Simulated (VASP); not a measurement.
# Lu2AlN3 (P6/mmm) in VASP: notebook, part 2 of 3

VASP 6.6.1. The steps go on from the part before.

**3. Relaxation of cell and atoms, PBE**

This run uses another cell than the first one, of 19.00 Å³/atom, 1.289 times its volume.

Contents of INCAR:

```
SYSTEM = Lu2AlN3
PREC = Accurate
ENCUT = 600
EDIFF = 1E-6
ISMEAR = 0
SIGMA = 0.1
LREAL = .FALSE.
LASPH = .TRUE.
NELM = 80
ALGO = Normal
ISIF = 3
LWAVE = .FALSE.
LCHARG = .FALSE.
GGA = PE
IBRION = 2
NSW = 90
EDIFFG = -0.04
```

Contents of KPOINTS:

```
regular mesh
0
G
  3 3 4
  0 0 0
```

Contents of POSCAR:

```
Lu2AlN3
1.0
    5.8135405100      0.0000000000      0.0000000000
   -2.9067702600      5.0346737700      0.0000000000
    0.0000000000      0.0000000000      3.8941570600
Lu Al N
2 1 3
Direct
    0.3333333300      0.6666666700      0.5000000000
    0.6666666700      0.3333333300      0.5000000000
    0.0000000000      0.0000000000      0.0000000000
    0.3333333300      0.6666666700      0.0000000000
    0.6666666700      0.3333333300      0.0000000000
    0.0000000000      0.0000000000      0.5000000000
```

Potentials or basis: VASP PAW PBE potentials, release 64 (Lu, Al, N).

The run is started by

```console
$ cat potpaw_PBE.64/Lu/POTCAR potpaw_PBE.64/Al/POTCAR potpaw_PBE.64/N/POTCAR > POTCAR
$ mpirun -np 1 vasp_std > vasp.out
```

OUTCAR:

```text
SYSTEM = Lu2AlN3
   PREC = Accurate
   ENCUT = 600
   EDIFF = 1E-6
   ISMEAR = 0
   LREAL = .FALSE.
   LASPH = .TRUE.
   NELM = 80
   ISIF = 3
   GGA = PE
   IBRION = 2
   NSW = 90
   EDIFFG = -0.04

 ion  position               nearest neighbor table
   1  0.333  0.667  0.500-   4 1.95   4 1.95   2 3.36   2 3.36   2 3.36
   2  0.667  0.333  0.500-   5 1.95   5 1.95   1 3.36   1 3.36   1 3.36
   3  0.000  0.000  0.000-   6 1.95   6 1.95
   4  0.333  0.667  0.000-   1 1.95   1 1.95
   5  0.667  0.333  0.000-   2 1.95   2 1.95
   6  0.000  0.000  0.500-   3 1.95   3 1.95

  LATTYP: Found a hexagonal cell.
 ALAT       =     5.8135405100
 C/A-ratio  =     0.6698425948

  Lattice vectors:

 A1 = (   5.8135405100,   0.0000000000,   0.0000000000)
 A2 = (  -2.9067702600,   5.0346737700,   0.0000000000)
 A3 = (   0.0000000000,   0.0000000000,   3.8941570600)

Analysis of symmetry for initial positions (statically):
=====================================================================
 Subroutine PRICEL returns:
 Original cell was already a primitive cell.

 Routine SETGRP: Setting up the symmetry group for a
 hexagonal supercell.

 Subroutine GETGRP returns: Found 24 space group operations
 (whereof 24 operations were pure point group operations)
 out of a pool of 24 trial point group operations.

The static configuration has the point symmetry D_6h.

Analysis of symmetry for dynamics (positions and initial velocities):
=====================================================================
 Subroutine PRICEL returns:
 Original cell was already a primitive cell.

 Routine SETGRP: Setting up the symmetry group for a
 hexagonal supercell.

 Subroutine GETGRP returns: Found 24 space group operations
 (whereof 24 operations were pure point group operations)
 out of a pool of 24 trial point group operations.

The dynamic configuration has the point symmetry D_6h.

 Subroutine INISYM returns: Found 24 space group operations
 (whereof 24 operations are pure point group operations),
 and found     1 'primitive' translations

----------------------------------------------------------------------------------------

                                     Primitive cell

  volume of cell :     113.9792

  direct lattice vectors                    reciprocal lattice vectors
     5.813540510  0.000000000  0.000000000     0.172012218  0.099311301  0.000000000
    -2.906770260  5.034673770  0.000000000     0.000000000  0.198622601  0.000000000
     0.000000000  0.000000000  3.894157060     0.000000000  0.000000000  0.256794984

  length of vectors
     5.813540510  5.813540515  3.894157060     0.198622601  0.198622601  0.256794984

  position of ions in fractional coordinates (direct lattice)
     0.333333330  0.666666670  0.500000000
     0.666666670  0.333333330  0.500000000
     0.000000000  0.000000000  0.000000000
     0.333333330  0.666666670  0.000000000
     0.666666670  0.333333330  0.000000000
     0.000000000  0.000000000  0.500000000

  ion indices of the primitive-cell ions
   primitive index   ion index
                 1           1
                 2           2
[... 44 lines left out ...]
   total plane-waves  NPLWV =  73728
   dimension x,y,z NGX =    48 NGY =   48 NGZ =   32
   dimension x,y,z NGXF=    96 NGYF=   96 NGZF=   64
   ions per type =               2   1   3
   NGX,Y,Z   is equivalent  to a cutoff of  13.73, 13.73, 13.66 a.u.
   NGXF,Y,Z  is equivalent  to a cutoff of  27.45, 27.45, 27.32 a.u.
 SYSTEM =  Lu2AlN3
   PREC   = accura    normal or accurate (medium, high low for compatibility)
   ISTART =      0    job   : 0-new  1-cont  2-samecut
   ICHARG =      2    charge: 1-file 2-atom 10-const
   ISPIN  =      1    spin polarized calculation?
   LNONCOLLINEAR =      F non collinear calculations
   LSORBIT =      F    spin-orbit coupling
   LASPH  =      T    aspherical Exc in radial PAW
   ENCUT  =  600.0 eV  44.10 Ry    6.64 a.u.  11.61 11.61  7.78*2*pi/ulx,y,z
   NELM   =     80;   NELMIN=  2; NELMDL= -5     # of ELM steps
   EDIFF  = 0.1E-05   stopping-criterion for ELM
   LREAL  =      F    real-space projection
   EDIFFG = -.4E-01   stopping-criterion for IOM
   NSW    =     90    number of steps for IOM
   IBRION =      2    ionic relax: 0-MD 1-quasi-New 2-CG
   NFREE  =      1    steps in history (QN), initial steepest desc. (CG)
   ISIF   =      3    stress and relaxation
   ISYM   =      2    0-nonsym 1-usesym 2-fastsym
   POTIM  = 0.5000    time-step for ionic-motion
   TEBEG  =    0.0;   TEEND  =   0.0 temperature during run
   PSTRESS=    0.0 pullay stress
   NELECT =      68.0000    total number of electrons
   NUPDOWN=      -1.0000    fix difference up-down
   EMIN   =  10.00;   EMAX   =-10.00  energy-range for DOS
   EFERMI =   0.00;   METHOD = LEGACY
   ISMEAR =     0;   SIGMA  =   0.10  broadening in eV -4-tet -1-fermi 0-gaus
   EFERMI_NEDOS =   21; number of points for ismear=-14 and -15
   IALGO  =     38    algorithm
   IMIX   =      4    mixing-type and parameters
     AMIX     =   0.40;   BMIX     =  1.00
     AMIX_MAG =   1.60;   BMIX_MAG =  1.00
  volume/ion in A,a.u.               =      19.00       128.19
  Fermi-wavevector in a.u.,A,eV,Ry     =   1.378170  2.604363 25.842242  1.899351
  Thomas-Fermi vector in A             =   2.503256
   LORBIT       =      0    0 simple, 1 ext, 2 COOP (PROOUT), +10 PAW based schemes
   GGA     = PE    functional components
   LHFCALC =     F    Hartree Fock is set to
   AEXX    =    0.0000 exact exchange contribution
   IVDW    =     0    specifies the selected vdW correction
   LEPSILON=     F    determine dielectric tensor
   LRPA    =     F    only Hartree local field effects (RPA)
 conjugate gradient relaxation of ions
 non-spin polarized calculation
 Gauss-broadening in eV      SIGMA  =   0.10
  energy-cutoff  :      600.00
  volume of cell :      113.98
 maximum number of plane-waves:      3832
 NGX is ok and might be reduce to    48
   NGX = 23   NGY = 23   NGZ = 15

--------------------------------------- Ionic step        1  -------------------------------------------

 number of electron      68.0000026 magnetization

 Free energy of the ion-electron system (eV)
  ---------------------------------------------------
  ext. energy  EPLUGINS =         0.00000000
  ---------------------------------------------------
  free energy    TOTEN  =       -34.80132761 eV

  energy without entropy =      -34.78658537  energy(sigma->0) =      -34.79395649

------------------------ aborting loop because EDIFF is reached ----------------------------------------

  FORCE on cell =-STRESS in cart. coord.  units (eV):
  Direction    XX          YY          ZZ          XY          YZ          ZX
  --------------------------------------------------------------------------------------
  -------------------------------------------------------------------------------------
  Total       -2.1139856     -2.1139856      8.1776499      0.0000000     -0.0000000      0.0000000
  in kB      -29.7157777    -29.7157777    114.9512228      0.0000000     -0.0000000      0.0000000
  external PRESSURE =      18.5065558 kB  Pullay stress =       0.0000000 kB
[... 101 lines left out ...]
  FREE ENERGIE OF THE ION-ELECTRON SYSTEM (eV)
  ---------------------------------------------------
  free  energy   TOTEN  =       -34.9010013978 eV

  energy  without entropy=      -34.8793265769  energy(sigma->0) =      -34.89016399

 E-fermi :   3.0106     XC(G=0):  -9.9930

 val. band max:        2.9496051176   @ k =   0.3333   0.0000   0.2500
 cond. band min:       3.0527924935   @ k =   0.3333   0.0000   0.5000
 fundamental gap:      0.1031873759
 Fermi energy:         3.0106262584

 k-point     1 :       0.0000    0.0000    0.0000
  band No.  band energies     occupation
      1     -53.3732      2.00000
      2     -53.3422      2.00000
      3     -24.4007      2.00000
      4     -24.4007      2.00000
      5     -24.1103      2.00000
      6     -24.1103      2.00000
[... 376 lines left out ...]
     39       5.5452      0.00000
     40       5.6481      0.00000

[... ionic steps 4 to 16 ...]

--------------------------------------- Ionic step       17  -------------------------------------------

 number of electron      68.0000011 magnetization

------------------------ aborting loop because EDIFF is reached ----------------------------------------
[... 75 lines left out ...]
--------------------------------------- Ionic step       19  -------------------------------------------

 number of electron      67.9999988 magnetization

 Free energy of the ion-electron system (eV)
  ---------------------------------------------------
  ext. energy  EPLUGINS =         0.00000000
  ---------------------------------------------------
  free energy    TOTEN  =       -35.57494182 eV

  energy without entropy =      -35.55404961  energy(sigma->0) =      -35.56449572

 E-fermi :   4.5456     XC(G=0): -11.3169

 val. band max:        4.4516273639   @ k =   0.3333   0.0000   0.0000
 cond. band min:       4.5567802121   @ k =   0.3333   0.3333   0.2500
 fundamental gap:      0.1051528482
 Fermi energy:         4.5456030650

 k-point     1 :       0.0000    0.0000    0.0000
  band No.  band energies     occupation
      1     -51.9045      2.00000
      2     -51.7243      2.00000
      3     -23.3405      2.00000
      4     -23.3405      2.00000
      5     -22.3568      2.00000
      6     -22.3568      2.00000
[... 409 lines left out ...]
  FREE ENERGIE OF THE ION-ELECTRON SYSTEM (eV)
  ---------------------------------------------------
  free  energy   TOTEN  =       -35.5749418240 eV

  energy  without entropy=      -35.5540496113  energy(sigma->0) =      -35.56449572

 reached required accuracy - stopping structural energy minimisation
```

It took 15 min on 1 thread of AMD EPYC 9R45 (Zen 5), shared host; peak memory 0.29 GiB.

What came out:

```yaml
Free_energy: -35.5749 eV
Relaxed_volume: 14.53 Å³/atom
Relaxed_cell: a = 4.911 Å, b = 4.911 Å, c = 4.174 Å, α = 90.00°, β = 90.00°, γ = 120.00°
Space_group_after_relaxing_to_0.05_Å: P6/mmm (No. 191)
Energy_gained_by_relaxing: 128.9 meV/atom
Ionic_steps: 19
Pressure_after_relaxing: -0.2 GPa
Band_gap_on_the_k_mesh: zero (band 34 reaches 4.59 eV, above the bottom of band 35 at 3.36 eV)
```

Step by step:
| step | energy change (eV) | largest force (eV/Å) | pressure (GPa) | volume (Å³) |
| --- | --- | --- | --- | --- |
| 1 | 0.0000 | 0.0000 | 1.85 | 113.98 |
| 2 | 0.0940 | 0.0000 | -8.04 | 117.38 |
| 3 | -0.0997 | 0.0000 | -2.93 | 115.24 |
| 4 | -0.0999 | 0.0000 | -2.78 | 115.19 |
| 5 | -0.1817 | 0.0000 | -2.24 | 110.96 |
| 6 | -0.4187 | 0.0000 | 0.32 | 98.72 |
| 7 | -0.2919 | 0.0000 | 17.90 | 76.28 |
| 8 | -0.5557 | 0.0000 | 4.36 | 91.05 |
| 9 | -0.5768 | 0.0000 | 5.64 | 88.31 |
| 10 | -0.5342 | 0.0000 | 10.62 | 82.19 |
| 11 | -0.5801 | 0.0000 | 6.51 | 87.12 |
| 12 | -0.5973 | 0.0000 | 6.62 | 86.57 |
| 13 | -0.6375 | 0.0000 | 7.01 | 84.93 |
| 14 | -0.6543 | 0.0000 | 7.92 | 81.67 |
| 15 | -0.6572 | 0.0000 | 7.62 | 82.51 |
| 16 | -0.6845 | 0.0000 | 6.52 | 83.04 |
| 17 | -0.7431 | 0.0000 | 3.92 | 84.62 |
| 18 | -0.7712 | 0.0000 | -1.12 | 87.85 |
| 19 | -0.7736 | 0.0000 | -0.17 | 87.18 |

Final structure:
```yaml
crystal:
  lattice:
    - [4.91123, 0.00000, 0.00000]
    - [-2.45562, 4.25325, 0.00000]
    - [0.00000, 0.00000, 4.17353]
  atoms:
    - { symbol: Lu, position: [0.33333, 0.66667, 0.50000] }
    - { symbol: Lu, position: [0.66667, 0.33333, 0.50000] }
    - { symbol: Al, position: [0.00000, 0.00000, 0.00000] }
    - { symbol: N, position: [0.33333, 0.66667, 0.00000] }
    - { symbol: N, position: [0.66667, 0.33333, 0.00000] }
    - { symbol: N, position: [0.00000, 0.00000, 0.50000] }
```

Levels at points of the mesh, in eV from the Fermi level:
```
           k point  band 30  band 31  band 32  band 33  band 34  band 35  band 36  band 37  band 38  band 39
(0.00, 0.00, 0.00)    -2.55    -1.92    -0.50    -0.50    -0.43     0.29     0.46     1.50     1.50     2.46
(0.00, 0.00, 0.50)    -3.82    -3.82    -3.50    -2.28    -2.28    -0.98     2.09     2.09     2.34     4.48
```

Caveat: the k points lie up to 0.49 Å⁻¹ apart in the final cell; the volume moved by over 15 % at a fixed basis, so the end points are rough; spin-orbit coupling is left out, which moves the levels of the heavy elements.

**4. Relaxation of cell and atoms, PBE**

This run uses another cell than the first one, of 14.52 Å³/atom, 0.985 times its volume.

Contents of INCAR:

```
ALGO = Normal
EDIFF = 1E-6
EDIFFG = -0.04
ENCUT = 600
GGA = PE
IBRION = 2
ISIF = 3
ISMEAR = 0
LASPH = True
LCHARG = False
LREAL = False
LWAVE = False
NELM = 80
NSW = 90
PREC = Accurate
SIGMA = 0.1
```

Contents of KPOINTS:

```
k-points
0
Gamma
  6 6 4
```

Contents of POSCAR:

```
Lu2AlN3
1.0
    4.9206930952      0.0000000000      0.0000000000
   -2.4603465476      4.2614452247      0.0000000000
    0.0000000000      0.0000000000      4.1542345520
Lu Al N
2 1 3
Direct
    0.3333333333      0.6666666667      0.5000000000
    0.6666666667      0.3333333333      0.5000000000
    0.0000000000      0.0000000000      0.0000000000
    0.3333333333      0.6666666667      0.0000000000
    0.6666666667      0.3333333333      0.0000000000
    0.0000000000      0.0000000000      0.5000000000
```

The run is started by

```console
$ cat potpaw_PBE.64/Lu/POTCAR potpaw_PBE.64/Al/POTCAR potpaw_PBE.64/N/POTCAR > POTCAR
$ mpirun -np 1 vasp_std > vasp.out
```

Wall time 3.2 min (1 thread of AMD EPYC 9R45 (Zen 5), shared host); peak memory 0.25 GiB.

It converged, with:

```yaml
Free_energy: -35.5250 eV
Relaxed_volume: 14.61 Å³/atom
Relaxed_cell: a = 4.927 Å, b = 4.927 Å, c = 4.168 Å, α = 90.00°, β = 90.00°, γ = 120.00°
Space_group_after_relaxing_to_0.05_Å: P6/mmm (No. 191)
Energy_gained_by_relaxing: 0.3 meV/atom
Ionic_steps: 3
Pressure_after_relaxing: 0.1 GPa
Band_gap_on_the_k_mesh: zero (band 34 reaches 4.71 eV, above the bottom of band 35 at 3.31 eV)
```

Stress tensor (GPa, compression positive):
```
0.21 0.00 0.00
0.00 0.21 0.00
0.00 0.00 0.03
```

The path:
| step | energy change (eV) | largest force (eV/Å) | pressure (GPa) | volume (Å³) |
| --- | --- | --- | --- | --- |
| 1 | 0.0000 | 0.0000 | 0.94 | 87.11 |
| 2 | 0.0001 | 0.0000 | -0.72 | 88.19 |
| 3 | -0.0018 | 0.0000 | 0.15 | 87.63 |

Final structure:
```
CELL_PARAMETERS angstrom
4.92721 0.00000 0.00000
-2.46361 4.26709 0.00000
0.00000 0.00000 4.16802
ATOMIC_POSITIONS crystal
Lu 0.33333 0.66667 0.50000
Lu 0.66667 0.33333 0.50000
Al 0.00000 0.00000 0.00000
N 0.33333 0.66667 0.00000
N 0.66667 0.33333 0.00000
N 0.00000 0.00000 0.50000
```

Levels at points of the mesh, in eV from the Fermi level:
```csv
k point,band 31,band 32,band 33,band 34,band 35,band 36,band 37,band 38
"(0.00, 0.00, 0.00)",-1.83,-0.42,-0.42,-0.33,0.41,0.54,1.67,1.67
"(0.50, 0.00, 0.00)",-0.50,-0.44,-0.39,0.07,0.08,0.89,1.54,1.76
"(0.00, 0.00, 0.50)",-3.73,-3.43,-2.20,-2.20,-0.84,2.24,2.24,2.43
"(0.50, 0.00, 0.50)",-3.53,-2.47,-1.84,-0.77,-0.20,1.36,2.10,3.43
```

Caveat: the k points lie up to 0.38 Å⁻¹ apart in the final cell; spin-orbit coupling is left out, which moves the levels of the heavy elements.

(Part 2 of 3 ends here.)
